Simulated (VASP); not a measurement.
# PbS (Cmcm) in VASP: settings compared, part 2 of 2

VASP 6.6.1.

**3. Single point, RPBE**

This run uses another cell than the first one, of 25.06 Å³/atom, 0.904 times its volume.

Input file INCAR:

```
ALGO = Normal
EDIFF = 1E-7
ENCUT = 520
GGA = RP
ISIF = 2
ISMEAR = -1
LASPH = True
LCHARG = True
LELF = True
LREAL = False
LVHAR = True
LWAVE = False
NBANDS = 28
NELM = 100
PREC = Accurate
SIGMA = 0.05
```

Input file KPOINTS:

```
k-points
0
Gamma
  7 7 6
```

Input file POSCAR:

```
PbS
1.0
    2.0374927668     -5.8689911821      0.0000000000
    2.0374927668      5.8689911821      0.0000000000
    0.0000000000      0.0000000000      4.1919633476
Pb S
2 2
Direct
    0.1305633500      0.8694366500      0.2500000000
    0.8694366500      0.1305633500      0.7500000000
    0.3547970900      0.6452029100      0.2500000000
    0.6452029100      0.3547970900      0.7500000000
```

Potentials or basis: VASP PAW PBE potentials, release 64 (Pb_d, S).

Launch:

```bash
$ cat potpaw_PBE.64/Pb_d/POTCAR potpaw_PBE.64/S/POTCAR > POTCAR
$ mpirun -np 1 vasp_std > vasp.out
```

OUTCAR:

```text
EDIFF = 1E-7
   ENCUT = 520
   GGA = RP
   ISIF = 2
   ISMEAR = -1
   LASPH = True
   LREAL = False
   NELM = 100
   PREC = Accurate

 ion  position               nearest neighbor table
   1  0.131  0.869  0.250-   3 2.63   4 2.93   4 2.93   4 2.93   4 2.93   2 3.71   2 3.71   2 4.05
                             2 4.05   2 4.05   2 4.05
   2  0.869  0.131  0.750-   4 2.63   3 2.93   3 2.93   3 2.93   3 2.93   1 3.71   1 3.71   1 4.05
                             1 4.05   1 4.05   1 4.05
   3  0.355  0.645  0.250-   1 2.63   2 2.93   2 2.93   2 2.93   2 2.93
   4  0.645  0.355  0.750-   2 2.63   1 2.93   1 2.93   1 2.93   1 2.93

  LATTYP: Found a base centered orthorhombic cell.
 ALAT       =     4.0749855336
 B/A-ratio  =     2.8804966956
 C/A-ratio  =     1.0287063139

  Lattice vectors:

 A1 = (   2.0374927668,  -5.8689911821,   0.0000000000)
 A2 = (   2.0374927668,   5.8689911821,   0.0000000000)
 A3 = (   0.0000000000,   0.0000000000,   4.1919633476)

Analysis of symmetry for initial positions (statically):
=====================================================================
 Subroutine PRICEL returns:
 Original cell was already a primitive cell.

 Routine SETGRP: Setting up the symmetry group for a
 base centered orthorhombic supercell.

 Subroutine GETGRP returns: Found  8 space group operations
 (whereof  4 operations were pure point group operations)
 out of a pool of  8 trial point group operations.

The static configuration has the point symmetry C_2h.
 The point group associated with its full space group is D_2h.

Analysis of symmetry for dynamics (positions and initial velocities):
=====================================================================
 Subroutine PRICEL returns:
 Original cell was already a primitive cell.

 Routine SETGRP: Setting up the symmetry group for a
 base centered orthorhombic supercell.

 Subroutine GETGRP returns: Found  8 space group operations
 (whereof  4 operations were pure point group operations)
 out of a pool of  8 trial point group operations.

[... 124 lines left out ...]
     AMIX     =   0.40;   BMIX     =  1.00
     AMIX_MAG =   1.60;   BMIX_MAG =  1.00
  volume/ion in A,a.u.               =      25.06       169.14
  Fermi-wavevector in a.u.,A,eV,Ry     =   1.205200  2.277498 19.762561  1.452507
  Thomas-Fermi vector in A             =   2.340903
   LORBIT       =      0    0 simple, 1 ext, 2 COOP (PROOUT), +10 PAW based schemes
   GGA     = RP    functional components
   LHFCALC =     F    Hartree Fock is set to
   AEXX    =    0.0000 exact exchange contribution
   IVDW    =     0    specifies the selected vdW correction
   LEPSILON=     F    determine dielectric tensor
   LRPA    =     F    only Hartree local field effects (RPA)
 non-spin polarized calculation
  energy-cutoff  :      520.00
  volume of cell :      100.26
 maximum number of plane-waves:      2732
 NGX is ok and might be reduce to    48
   NGX = 23   NGY = 23   NGZ = 15

 number of electron      39.9999997 magnetization

 Free energy of the ion-electron system (eV)
  ---------------------------------------------------
  ext. energy  EPLUGINS =         0.00000000
  ---------------------------------------------------
  free energy    TOTEN  =       -15.81783346 eV

  energy without entropy =      -15.81783324  energy(sigma->0) =      -15.81783335

 E-fermi :   6.3847     XC(G=0):  -9.7177

 val. band max:        5.7635406948   @ k =  -0.4286   0.4286   0.3333
 cond. band min:       6.9543838892   @ k =   0.4286   0.4286   0.0000
 fundamental gap:      1.1908431944
 Fermi energy:         6.3847143413

 k-point     1 :       0.0000    0.0000    0.0000
  band No.  band energies     occupation
      1     -10.7677      2.00000
      2     -10.6308      2.00000
      3     -10.6204      2.00000
      4     -10.6159      2.00000
      5     -10.5750      2.00000
      6     -10.5679      2.00000
[... 733 lines left out ...]
     27      13.3932      0.00000
     28      14.1345      0.00000

 [... further k-points ...]

------------------------ aborting loop because EDIFF is reached ----------------------------------------

  FORCE on cell =-STRESS in cart. coord.  units (eV):
  Direction    XX          YY          ZZ          XY          YZ          ZX
  --------------------------------------------------------------------------------------
  -------------------------------------------------------------------------------------
  Total        4.3023507      4.4305149      4.2720629      0.0000000      0.0000000      0.0000000
  in kB       68.7558067     70.8039970     68.2717787      0.0000000      0.0000000      0.0000000
  external PRESSURE =      69.2771942 kB  Pullay stress =       0.0000000 kB

 VOLUME and BASIS-vectors are now :
 -----------------------------------------------------------------------------
  energy-cutoff  :      520.00
  volume of cell :      100.26
      direct lattice vectors                 reciprocal lattice vectors
     2.037492767 -5.868991182  0.000000000     0.245399644 -0.085193517  0.000000000
     2.037492767  5.868991182  0.000000000     0.245399644  0.085193517  0.000000000
     0.000000000  0.000000000  4.191963348     0.000000000  0.000000000  0.238551704

 POSITION                                       TOTAL-FORCE (eV/Angst)
 -----------------------------------------------------------------------------------
      2.03749      4.33644      1.04799         0.000000      0.512289     -0.000000
      2.03749     -4.33644      3.14397         0.000000     -0.512289      0.000000
      2.03749      1.70439      1.04799         0.000000     -0.393886     -0.000000
      2.03749     -1.70439      3.14397         0.000000      0.393886     -0.000000
 -----------------------------------------------------------------------------------
    total drift:                               -0.000000     -0.000000      0.000000

  FREE ENERGIE OF THE ION-ELECTRON SYSTEM (eV)
  ---------------------------------------------------
  free  energy   TOTEN  =       -15.8178334592 eV

  energy  without entropy=      -15.8178332392  energy(sigma->0) =      -15.81783335
```

OSZICAR:

```text
N       E                     dE             d eps       ncg     rms          rms(c)
DAV:   1     0.428633103616E+03    0.42863E+03   -0.19124E+04  3584   0.157E+03
DAV:   2     0.318418028482E+02   -0.39679E+03   -0.38465E+03  3628   0.413E+02
DAV:   3    -0.144496400069E+02   -0.46291E+02   -0.44952E+02  4672   0.158E+02
DAV:   4    -0.166422155545E+02   -0.21926E+01   -0.21837E+01  4288   0.347E+01
DAV:   5    -0.167286833145E+02   -0.86468E-01   -0.86454E-01  4868   0.730E+00    0.794E+00
DAV:   6    -0.157942166886E+02    0.93447E+00   -0.21346E+00  5012   0.104E+01    0.534E+00
DAV:   7    -0.158094140346E+02   -0.15197E-01   -0.57565E-01  4488   0.328E+00    0.325E+00
DAV:   8    -0.158252989532E+02   -0.15885E-01   -0.11010E-01  4784   0.286E+00    0.118E+00
DAV:   9    -0.158171214952E+02    0.81775E-02   -0.28491E-02  4996   0.153E+00    0.101E-01
DAV:  10    -0.158177229633E+02   -0.60147E-03   -0.24955E-03  3976   0.232E-01    0.604E-02
DAV:  11    -0.158178295058E+02   -0.10654E-03   -0.27460E-04  4188   0.129E-01    0.253E-02
DAV:  12    -0.158178346692E+02   -0.51634E-05   -0.33182E-05  5196   0.398E-02    0.127E-02
DAV:  13    -0.158178336334E+02    0.10358E-05   -0.88030E-06  4636   0.265E-02    0.421E-03
DAV:  14    -0.158178335350E+02    0.98371E-07   -0.11258E-06  4268   0.607E-03    0.819E-04
DAV:  15    -0.158178334592E+02    0.75735E-07   -0.12290E-07  2808   0.304E-03
   1 F= -.15817833E+02 E0= -.15817833E+02  d E =-.220067E-06
```

stdout:

```text
POSCAR found type information on POSCAR PbS
 POSCAR found :  2 types and       4 ions
 scaLAPACK will be used
 -----------------------------------------------------------------------------
|                                                                             |
|                                                                             |
|     You enforced a specific xc type in the INCAR file but a different       |
|     I HOPE YOU KNOW WHAT YOU ARE DOING!                                     |
|                                                                             |
 -----------------------------------------------------------------------------

 LDA part: xc-table for (Slater+PW92), standard interpolation
 POSCAR, INCAR and KPOINTS ok, starting setup
 FFT: planning ... GRIDC
 FFT: planning ... GRID_SOFT
 FFT: planning ... GRID
 WAVECAR not read
 entering main loop
```

Run time: 2.3 min. Hardware: 1 thread of AMD EPYC 9R45 (Zen 5), shared host; peak memory 0.31 GiB.

Results:

- Free energy: -15.8178 eV
- Pressure: 6.9 GPa
- Largest force: 0.512 eV/Å
- Band gap on the k mesh: 1.19 eV, indirect (least direct gap 1.49 eV)

Forces on the atoms (eV/Å):
```
Pb   0.000  0.512  0.000
Pb   0.000 -0.512  0.000
S    0.000 -0.394  0.000
S    0.000  0.394  0.000
```

Stress tensor (GPa, compression positive):
```
6.88 0.00 0.00
0.00 7.08 0.00
0.00 0.00 6.83
```

Levels at points of the mesh, in eV from the valence-band top:
| k point | band 18 | band 19 | band 20 | band 21 | band 22 | band 23 |
| --- | --- | --- | --- | --- | --- | --- |
| (0.00, 0.00, 0.00) | -1.88 | -1.69 | -0.57 | 4.65 | 4.90 | 5.10 |
| (0.00, 0.00, 0.50) | -1.29 | -0.08 | -0.08 | 1.87 | 1.87 | 2.82 |

Caveat: the PAW data sets were made with another functional, which shifts forces and pressure a little; spin-orbit coupling is left out, which moves the levels of the heavy elements. A k mesh can miss the band edges.

**4. Single point, BLYP+D3(BJ)**

This run uses another cell than the first one, of 25.06 Å³/atom, 0.904 times its volume.

Input file INCAR:

```
SYSTEM = PbS
PREC = Accurate
ENCUT = 520
EDIFF = 1E-6
ISMEAR = -1
SIGMA = 0.05
LREAL = .False.
LASPH = .True.
NELM = 100
ALGO = Normal
ISIF = 2
LWAVE = .False.
LCHARG = .False.
GGA = B5
ALDAX = 1.0
AGGAX = 1.0
AGGAC = 1.0
ALDAC = 0.0
IVDW = 12
VDW_S6 = 1.0
VDW_S8 = 2.6996
VDW_A1 = 0.4298
VDW_A2 = 4.2359
NBANDS = 28
```

Input file KPOINTS:

```
regular mesh
0
Gamma
  7 7 6
  0 0 0
```

POSCAR is that of step 3.

Launch:

```bash
$ cat potpaw_PBE.64/Pb_d/POTCAR potpaw_PBE.64/S/POTCAR > POTCAR
$ mpirun -np 1 vasp_std > vasp.out
```

Run time: 2.4 min. Hardware: 1 thread of AMD EPYC 9R45 (Zen 5), shared host; peak memory 0.32 GiB.

Results (log left out):

```
Free energy                : -18.2837 eV
Pressure                   : 3.8 GPa
Largest force              : 0.692 eV/Å
Band gap on the k mesh     : 1.18 eV, indirect (least direct gap 1.51 eV)
Dispersion energy per atom : -0.843 eV
```

Forces on the atoms (eV/Å):
```
Pb   0.000  0.692  0.000
Pb   0.000 -0.692  0.000
S    0.000 -0.457  0.000
S    0.000  0.457  0.000
```

Stress tensor (GPa, compression positive):
```
3.71 0.00 0.00
0.00 3.93 0.00
0.00 0.00 3.73
```

Levels at points of the mesh, in eV from the valence-band top:
```csv
k point,band 18,band 19,band 20,band 21,band 22,band 23
"(0.00, 0.00, 0.00)",-1.83,-1.65,-0.55,4.88,4.91,5.02
"(0.00, 0.00, 0.50)",-1.23,-0.05,-0.05,1.91,1.91,2.79
```

Caveat: the PAW data sets were made with another functional, which shifts forces and pressure a little; spin-orbit coupling is left out, which moves the levels of the heavy elements. A k mesh can miss the band edges.

**5. Overview**

```tsv
level	cell	gap on the mesh (eV)	pressure (GPa)	largest force (eV/Å)
PBEsol	a = 6.426, b = 6.426, c = 4.336 Å, angles 90.0, 90.0, 141.7°, 4 atoms	1.24	-3.7	0.26
RPBE	a = 6.213, b = 6.213, c = 4.192 Å, angles 90.0, 90.0, 141.7°, 4 atoms	1.19	6.9	0.51
BLYP+D3(BJ)	a = 6.213, b = 6.213, c = 4.192 Å, angles 90.0, 90.0, 141.7°, 4 atoms	1.18	3.8	0.69
```

Alike in all rows: task single point; potentials or basis VASP PAW PBE potentials, release 64 (Pb_d, S); no spin polarisation; k mesh 7 × 7 × 6; cutoff (eV) 520; smearing fermi-dirac 0.05 eV.

Caveats: the PAW data sets were made with another functional, which shifts forces and pressure a little; spin-orbit coupling is left out, which moves the levels of the heavy elements.

Total energies depend on the potentials used, so only differences within one code and one set of settings carry meaning.
